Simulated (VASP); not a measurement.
# Bi (Im-3m) in VASP: a series of runs, part 2 of 3

VASP 6.6.1. Earlier steps stand in the parts before.

## (3) Single point, revPBE (volume scaled by 1.08)

INCAR

```
SYSTEM = Bi
ALGO = Normal
EDIFF = 1E-7
ENCUT = 520
GGA = RE
ISIF = 2
ISMEAR = -1
LASPH = .TRUE.
LCHARG = .FALSE.
LREAL = .FALSE.
LWAVE = .FALSE.
NBANDS = 14
NELM = 80
PREC = Accurate
SIGMA = 0.1
```

KPOINTS

```
k-points
0
G
  12 12 12
  0 0 0
```

POSCAR

```
Bi
1.0
   -2.0586106974      2.0586106974      2.0586106974
    2.0586106974     -2.0586106974      2.0586106974
    2.0586106974      2.0586106974     -2.0586106974
Bi
1
Direct
    0.0000000000      0.0000000000      0.0000000000
```

Potentials or basis: VASP PAW PBE potentials, release 64 (Bi_d).

Started as:

```console
$ cat potpaw_PBE.64/Bi_d/POTCAR > POTCAR
$ mpirun -np 1 vasp_std > vasp.out
```

OUTCAR:

```text
SYSTEM = Bi
   EDIFF = 1E-7
   ENCUT = 520
   GGA = RE
   ISIF = 2
   ISMEAR = -1
   LASPH = .TRUE.
   LREAL = .FALSE.
   NELM = 80
   PREC = Accurate

 ion  position               nearest neighbor table
   1  0.000  0.000  0.000-

  LATTYP: Found a body centered cubic cell.
 ALAT       =     4.1172213948

  Lattice vectors:

 A1 = (  -2.0586106974,   2.0586106974,   2.0586106974)
 A2 = (   2.0586106974,  -2.0586106974,   2.0586106974)
 A3 = (   2.0586106974,   2.0586106974,  -2.0586106974)

Analysis of symmetry for initial positions (statically):
=====================================================================
 Subroutine PRICEL returns:
 Original cell was already a primitive cell.

 Routine SETGRP: Setting up the symmetry group for a
 body centered cubic supercell.

 Subroutine GETGRP returns: Found 48 space group operations
[... 9 lines left out ...]

 Routine SETGRP: Setting up the symmetry group for a
 body centered cubic supercell.

 Subroutine GETGRP returns: Found 48 space group operations
[... 11 lines left out ...]
                                     Primitive cell

  volume of cell :      34.8966

  direct lattice vectors                    reciprocal lattice vectors
    -2.058610697  2.058610697  2.058610697     0.000000000  0.242882251  0.242882251
     2.058610697 -2.058610697  2.058610697     0.242882251  0.000000000  0.242882251
     2.058610697  2.058610697 -2.058610697     0.242882251  0.242882251  0.000000000

  length of vectors
     3.565618321  3.565618321  3.565618321     0.343487373  0.343487373  0.343487373

  position of ions in fractional coordinates (direct lattice)
     0.000000000  0.000000000  0.000000000

  ion indices of the primitive-cell ions
   primitive index   ion index
                 1           1

----------------------------------------------------------------------------------------

 KPOINTS: k-points
[... 85 lines left out ...]
   IALGO  =     38    algorithm
   IMIX   =      4    mixing-type and parameters
     AMIX     =   0.40;   BMIX     =  1.00
     AMIX_MAG =   1.60;   BMIX_MAG =  1.00
  volume/ion in A,a.u.               =      34.90       235.49
  Fermi-wavevector in a.u.,A,eV,Ry     =   1.235505  2.334765 20.768907  1.526472
  Thomas-Fermi vector in A             =   2.370151
   LORBIT       =      0    0 simple, 1 ext, 2 COOP (PROOUT), +10 PAW based schemes
   GGA     = RE    functional components
   LHFCALC =     F    Hartree Fock is set to
   AEXX    =    0.0000 exact exchange contribution
   IVDW    =     0    specifies the selected vdW correction
   LEPSILON=     F    determine dielectric tensor
   LRPA    =     F    only Hartree local field effects (RPA)
 non-spin polarized calculation
  energy-cutoff  :      520.00
  volume of cell :       34.90
 maximum number of plane-waves:       962
   NGX = 13   NGY = 13   NGZ = 13

 number of electron      14.9999996 magnetization

 Free energy of the ion-electron system (eV)
  ---------------------------------------------------
  ext. energy  EPLUGINS =         0.00000000
  ---------------------------------------------------
  free energy    TOTEN  =        -3.40910191 eV

  energy without entropy =       -3.38735455  energy(sigma->0) =       -3.39822823

 E-fermi :   6.6443     XC(G=0):  -9.6971

 val. band max:        6.5307896429   @ k =   0.2500   0.1667   0.1667
 cond. band min:       6.6578872555   @ k =   0.1667   0.0833   0.0000
 fundamental gap:      0.1270976126
 Fermi energy:         6.6442908849

 k-point     1 :       0.0000    0.0000    0.0000
  band No.  band energies     occupation
      1     -16.3820      2.00000
      2     -16.3820      2.00000
      3     -16.3820      2.00000
      4     -16.2960      2.00000
      5     -16.2960      2.00000
      6      -6.1460      2.00000
      7      10.9993      0.00000
      8      10.9993      0.00000
      9      10.9993      0.00000
     10      14.3906      0.00000
     11      17.0453      0.00000
     12      17.0453      0.00000
     13      17.0453      0.00000
     14      17.6274      0.00000
[... 377 lines left out ...]
      1     -16.3983      2.00000
      2     -16.3549      2.00000
      3     -16.3018      2.00000
      4     -16.3002      2.00000
      5     -16.2525      2.00000
      6      -3.6048      2.00000
      7       2.4875      2.00000
      8       6.7775      0.41760
      9       8.4477      0.00000
     10      14.0853      0.00000
     11      15.5483      0.00000
     12      18.8062      0.00000
     13      20.0219      0.00000
     14      21.9691      0.00000

 [... further k-points ...]
[... 5 lines left out ...]
  --------------------------------------------------------------------------------------
  -------------------------------------------------------------------------------------
  Total       -0.7277835     -0.7277835     -0.7277835      0.0000000      0.0000000     -0.0000000
  in kB      -33.4141281    -33.4141281    -33.4141281      0.0000000      0.0000000     -0.0000000
  external PRESSURE =     -33.4141281 kB  Pullay stress =       0.0000000 kB

 VOLUME and BASIS-vectors are now :
 -----------------------------------------------------------------------------
  energy-cutoff  :      520.00
  volume of cell :       34.90
      direct lattice vectors                 reciprocal lattice vectors
    -2.058610697  2.058610697  2.058610697     0.000000000  0.242882251  0.242882251
     2.058610697 -2.058610697  2.058610697     0.242882251  0.000000000  0.242882251
     2.058610697  2.058610697 -2.058610697     0.242882251  0.242882251  0.000000000

 POSITION                                       TOTAL-FORCE (eV/Angst)
 -----------------------------------------------------------------------------------
      0.00000      0.00000      0.00000         0.000000      0.000000      0.000000
 -----------------------------------------------------------------------------------
    total drift:                                0.000000     -0.000000      0.000000

  FREE ENERGIE OF THE ION-ELECTRON SYSTEM (eV)
  ---------------------------------------------------
  free  energy   TOTEN  =        -3.4091019111 eV

  energy  without entropy=       -3.3873545477  energy(sigma->0) =       -3.39822823
```

OSZICAR:

```text
N       E                     dE             d eps       ncg     rms          rms(c)
DAV:   1     0.115502669846E+03    0.11550E+03   -0.77066E+03  2016   0.118E+03
DAV:   2     0.346776037507E+01   -0.11203E+03   -0.10852E+03  2136   0.331E+02
DAV:   3    -0.324022721088E+01   -0.67080E+01   -0.66815E+01  2588   0.804E+01
DAV:   4    -0.340136485975E+01   -0.16114E+00   -0.16110E+00  2520   0.135E+01
DAV:   5    -0.340837733627E+01   -0.70125E-02   -0.70122E-02  2920   0.255E+00    0.484E-01
DAV:   6    -0.340751452072E+01    0.86282E-03   -0.81028E-03  2714   0.113E+00    0.311E-01
DAV:   7    -0.340894764478E+01   -0.14331E-02   -0.70153E-03  2652   0.101E+00    0.847E-02
DAV:   8    -0.340909769463E+01   -0.15005E-03   -0.77245E-04  2792   0.394E-01    0.170E-02
DAV:   9    -0.340909879069E+01   -0.10961E-05   -0.15776E-05  2676   0.517E-02    0.919E-03
DAV:  10    -0.340910185978E+01   -0.30691E-05   -0.55517E-06  2478   0.188E-02    0.132E-03
DAV:  11    -0.340910191105E+01   -0.51277E-07   -0.23061E-07  2654   0.613E-03
   1 F= -.34091019E+01 E0= -.33982282E+01  d E =-.217474E-01
```

Wall time 36 s (1 thread of AMD EPYC 7R13 (Zen 3), shared host); peak memory 0.14 GiB.

What came out:

| Item | Value |
| --- | --- |
| Free energy | -3.4091 eV |
| Pressure | -3.3 GPa |

Levels at points of the mesh, in eV from the Fermi level:
| k point | band 5 | band 6 | band 7 | band 8 | band 9 | band 10 |
| --- | --- | --- | --- | --- | --- | --- |
| (0.00, 0.00, 0.00) | -22.94 | -12.79 | 4.36 | 4.36 | 4.36 | 7.75 |
| (0.50, 0.00, 0.00) | -22.88 | -10.34 | -4.44 | 1.37 | 3.12 | 5.58 |
| (0.50, 0.50, 0.50) | -22.90 | -8.70 | -1.57 | -1.57 | -1.57 | 3.63 |

Caveat: the PAW data sets were made with another functional, which shifts forces and pressure a little; spin-orbit coupling is left out, which moves the levels of the heavy elements.

## (4) Single point, revPBE (volume scaled by 1.12)

INCAR

```
SYSTEM = Bi
ALGO     = Normal         ! electronic algorithm
EDIFF    = 1E-7           ! SCF threshold, eV
ENCUT    = 520            ! plane-wave cutoff, eV
GGA      = RE             ! functional
ISIF     = 2              ! what is computed and relaxed
ISMEAR   = -1             ! smearing method
LASPH    = .True.         ! aspherical terms in the spheres
LCHARG   = .False.        ! write CHGCAR
LREAL    = .False.        ! projectors in reciprocal space
LWAVE    = .False.        ! write WAVECAR
NBANDS   = 14             ! bands
NELM     = 80             ! most SCF steps
PREC     = Accurate       ! precision mode
SIGMA    = 0.1            ! smearing width, eV
```

KPOINTS

```
k-points
0
Gamma
  12 12 12
  0 0 0
```

POSCAR

```
Bi
1.0
   -2.0837181804      2.0837181804      2.0837181804
    2.0837181804     -2.0837181804      2.0837181804
    2.0837181804      2.0837181804     -2.0837181804
Bi
1
Direct
    0.0000000000      0.0000000000      0.0000000000
```

Potentials or basis: VASP PAW PBE potentials, release 64 (Bi_d).

Started as:

```console
$ cat potpaw_PBE.64/Bi_d/POTCAR > POTCAR
$ mpirun -np 1 vasp_std > vasp.out
```

OUTCAR:

```text
SYSTEM = Bi
   EDIFF = 1E-7
   ENCUT = 520
   GGA = RE
   ISIF = 2
   ISMEAR = -1
   LASPH = .True.
   LREAL = .False.
   NELM = 80
   PREC = Accurate

 ion  position               nearest neighbor table
   1  0.000  0.000  0.000-

  LATTYP: Found a body centered cubic cell.
 ALAT       =     4.1674363608

  Lattice vectors:

 A1 = (  -2.0837181804,   2.0837181804,   2.0837181804)
 A2 = (   2.0837181804,  -2.0837181804,   2.0837181804)
 A3 = (   2.0837181804,   2.0837181804,  -2.0837181804)

Analysis of symmetry for initial positions (statically):
=====================================================================
 Subroutine PRICEL returns:
 Original cell was already a primitive cell.

 Routine SETGRP: Setting up the symmetry group for a
 body centered cubic supercell.

 Subroutine GETGRP returns: Found 48 space group operations
[... 9 lines left out ...]

 Routine SETGRP: Setting up the symmetry group for a
 body centered cubic supercell.

 Subroutine GETGRP returns: Found 48 space group operations
[... 11 lines left out ...]
                                     Primitive cell

  volume of cell :      36.1890

  direct lattice vectors                    reciprocal lattice vectors
    -2.083718180  2.083718180  2.083718180     0.000000000  0.239955674  0.239955674
     2.083718180 -2.083718180  2.083718180     0.239955674  0.000000000  0.239955674
     2.083718180  2.083718180 -2.083718180     0.239955674  0.239955674  0.000000000

  length of vectors
     3.609105757  3.609105757  3.609105757     0.339348568  0.339348568  0.339348568

  position of ions in fractional coordinates (direct lattice)
     0.000000000  0.000000000  0.000000000

  ion indices of the primitive-cell ions
   primitive index   ion index
                 1           1

----------------------------------------------------------------------------------------

 KPOINTS: k-points

Automatic generation of k-mesh.
 Grid dimensions read from file:
 generate k-points for:   12   12   12

 Generating k-lattice:

  Cartesian coordinates                     Fractional coordinates (reciprocal lattice)
     0.000000000  0.019996306  0.019996306     0.083333333  0.000000000  0.000000000
     0.019996306  0.000000000  0.019996306     0.000000000  0.083333333  0.000000000
     0.019996306  0.019996306  0.000000000     0.000000000  0.000000000  0.083333333

  Length of vectors
     0.028279047  0.028279047  0.028279047

  Shift w.r.t. Gamma in fractional coordinates (k-lattice)
     0.000000000  0.000000000  0.000000000

 Subroutine IBZKPT returns following result:
 ===========================================

 Found     72 irreducible k-points:

 Following reciprocal coordinates:
            Coordinates               Weight
  0.000000  0.000000  0.000000      1.000000
  0.083333  0.000000  0.000000     12.000000
  0.166667  0.000000  0.000000     12.000000
  0.250000  0.000000  0.000000     12.000000
  0.333333  0.000000  0.000000     12.000000
  0.416667  0.000000  0.000000     12.000000
[... 16 lines left out ...]
  0.333333  0.083333  0.083333     24.000000
  0.416667  0.083333  0.083333     12.000000
 [... further k-points ...]
   k-points           NKPTS =     72   k-points in BZ     NKDIM =     72   number of bands    NBANDS=     14
   number of dos      NEDOS =    301   number of ions     NIONS =      1
   total plane-waves  NPLWV =  21952
   dimension x,y,z NGX =    28 NGY =   28 NGZ =   28
   dimension x,y,z NGXF=    56 NGYF=   56 NGZF=   56
   ions per type =               1
   NGX,Y,Z   is equivalent  to a cutoff of  12.90, 12.90, 12.90 a.u.
   NGXF,Y,Z  is equivalent  to a cutoff of  25.80, 25.80, 25.80 a.u.
 SYSTEM =  Bi
   PREC   = accura    normal or accurate (medium, high low for compatibility)
   ISTART =      0    job   : 0-new  1-cont  2-samecut
   ICHARG =      2    charge: 1-file 2-atom 10-const
   ISPIN  =      1    spin polarized calculation?
   LNONCOLLINEAR =      F non collinear calculations
   LSORBIT =      F    spin-orbit coupling
   LASPH  =      T    aspherical Exc in radial PAW
   ENCUT  =  520.0 eV  38.22 Ry    6.18 a.u.   6.71  6.71  6.71*2*pi/ulx,y,z
   NELM   =     80;   NELMIN=  2; NELMDL= -5     # of ELM steps
   EDIFF  = 0.1E-06   stopping-criterion for ELM
   LREAL  =      F    real-space projection
   EDIFFG = 0.1E-05   stopping-criterion for IOM
   NSW    =      0    number of steps for IOM
   IBRION =     -1    ionic relax: 0-MD 1-quasi-New 2-CG
   NFREE  =      0    steps in history (QN), initial steepest desc. (CG)
   ISIF   =      2    stress and relaxation
   ISYM   =      2    0-nonsym 1-usesym 2-fastsym
   POTIM  = 0.5000    time-step for ionic-motion
   TEBEG  =    0.0;   TEEND  =   0.0 temperature during run
   PSTRESS=    0.0 pullay stress
   NELECT =      15.0000    total number of electrons
   NUPDOWN=      -1.0000    fix difference up-down
   EMIN   =  10.00;   EMAX   =-10.00  energy-range for DOS
   EFERMI =   0.00;   METHOD = LEGACY
   ISMEAR =    -1;   SIGMA  =   0.10  broadening in eV -4-tet -1-fermi 0-gaus
   EFERMI_NEDOS =   21; number of points for ismear=-14 and -15
   IALGO  =     38    algorithm
   IMIX   =      4    mixing-type and parameters
     AMIX     =   0.40;   BMIX     =  1.00
     AMIX_MAG =   1.60;   BMIX_MAG =  1.00
  volume/ion in A,a.u.               =      36.19       244.22
  Fermi-wavevector in a.u.,A,eV,Ry     =   1.220618  2.306633 20.271418  1.489907
  Thomas-Fermi vector in A             =   2.355829
   LORBIT       =      0    0 simple, 1 ext, 2 COOP (PROOUT), +10 PAW based schemes
   GGA     = RE    functional components
   LHFCALC =     F    Hartree Fock is set to
   AEXX    =    0.0000 exact exchange contribution
   IVDW    =     0    specifies the selected vdW correction
   LEPSILON=     F    determine dielectric tensor
   LRPA    =     F    only Hartree local field effects (RPA)
 non-spin polarized calculation
  energy-cutoff  :      520.00
  volume of cell :       36.19
 maximum number of plane-waves:       992
   NGX = 13   NGY = 13   NGZ = 13

 number of electron      14.9999995 magnetization

 Free energy of the ion-electron system (eV)
  ---------------------------------------------------
  ext. energy  EPLUGINS =         0.00000000
  ---------------------------------------------------
  free energy    TOTEN  =        -3.37832277 eV

  energy without entropy =       -3.35535371  energy(sigma->0) =       -3.36683824

 E-fermi :   6.2366     XC(G=0):  -9.5303

 val. band max:        6.2006448374   @ k =   0.1667   0.0833   0.0000
 cond. band min:       6.3341180972   @ k =  -0.4167   0.5000   0.0833
 fundamental gap:      0.1334732598
 Fermi energy:         6.2365773969

 k-point     1 :       0.0000    0.0000    0.0000
  band No.  band energies     occupation
      1     -16.7679      2.00000
      2     -16.7679      2.00000
      3     -16.7679      2.00000
      4     -16.6924      2.00000
      5     -16.6924      2.00000
      6      -6.3416      2.00000
      7      10.3722      0.00000
      8      10.3722      0.00000
      9      10.3722      0.00000
     10      13.6027      0.00000
     11      16.6198      0.00000
     12      16.6198      0.00000
     13      16.6198      0.00000
     14      17.0284      0.00000

 k-point     2 :       0.0833    0.0000    0.0000
  band No.  band energies     occupation
      1     -16.7694      2.00000
      2     -16.7650      2.00000
      3     -16.7596      2.00000
      4     -16.6942      2.00000
      5     -16.6928      2.00000
      6      -6.2385      2.00000
      7       9.2594      0.00000
      8      10.0805      0.00000
      9      10.2984      0.00000
     10      14.3412      0.00000
     11      15.5897      0.00000
     12      15.7572      0.00000
     13      16.3810      0.00000
     14      17.4938      0.00000
[... 343 lines left out ...]
      1     -16.7807      2.00000
      2     -16.7442      2.00000
      3     -16.6982      2.00000
      4     -16.6976      2.00000
      5     -16.6584      2.00000
      6      -4.2052      2.00000
      7       2.6753      2.00000
      8       6.5612      0.07492
      9       8.0966      0.00000
     10      13.6148      0.00000
     11      15.0099      0.00000
     12      17.9293      0.00000
     13      18.9455      0.00000
     14      21.6629      0.00000

 k-point    24 :       0.4167    0.0833    0.0833
  band No.  band energies     occupation
      1     -16.7819      2.00000
      2     -16.7432      2.00000
      3     -16.6978      2.00000
      4     -16.6961      2.00000
      5     -16.6536      2.00000
      6      -3.9809      2.00000
      7       2.2654      2.00000
      8       6.3774      0.39302
      9       8.0067      0.00000
     10      13.5066      0.00000
     11      14.9756      0.00000
     12      18.2348      0.00000
     13      19.4554      0.00000
     14      21.2236      0.00000

 [... further k-points ...]
[... 5 lines left out ...]
  --------------------------------------------------------------------------------------
  -------------------------------------------------------------------------------------
  Total       -0.9918307     -0.9918307     -0.9918307      0.0000000      0.0000000      0.0000000
  in kB      -43.9107829    -43.9107829    -43.9107829      0.0000000      0.0000000      0.0000000
  external PRESSURE =     -43.9107829 kB  Pullay stress =       0.0000000 kB

 VOLUME and BASIS-vectors are now :
 -----------------------------------------------------------------------------
  energy-cutoff  :      520.00
  volume of cell :       36.19
      direct lattice vectors                 reciprocal lattice vectors
    -2.083718180  2.083718180  2.083718180     0.000000000  0.239955674  0.239955674
     2.083718180 -2.083718180  2.083718180     0.239955674  0.000000000  0.239955674
     2.083718180  2.083718180 -2.083718180     0.239955674  0.239955674  0.000000000

 POSITION                                       TOTAL-FORCE (eV/Angst)
 -----------------------------------------------------------------------------------
      0.00000      0.00000      0.00000         0.000000     -0.000000      0.000000
 -----------------------------------------------------------------------------------
    total drift:                                0.000000     -0.000000      0.000000

  FREE ENERGIE OF THE ION-ELECTRON SYSTEM (eV)
  ---------------------------------------------------
  free  energy   TOTEN  =        -3.3783227666 eV

  energy  without entropy=       -3.3553537085  energy(sigma->0) =       -3.36683824
```

It used 21 s of CPU time on 1 thread of AMD EPYC 7R13 Processor (Zen 3), on a shared host.

What came out:

```
Free energy : -3.3783 eV
Pressure    : -4.4 GPa
```

Caveat: the PAW data sets were made with another functional, which shifts forces and pressure a little; spin-orbit coupling is left out, which moves the levels of the heavy elements.

(Part 2 of 3 ends here.)
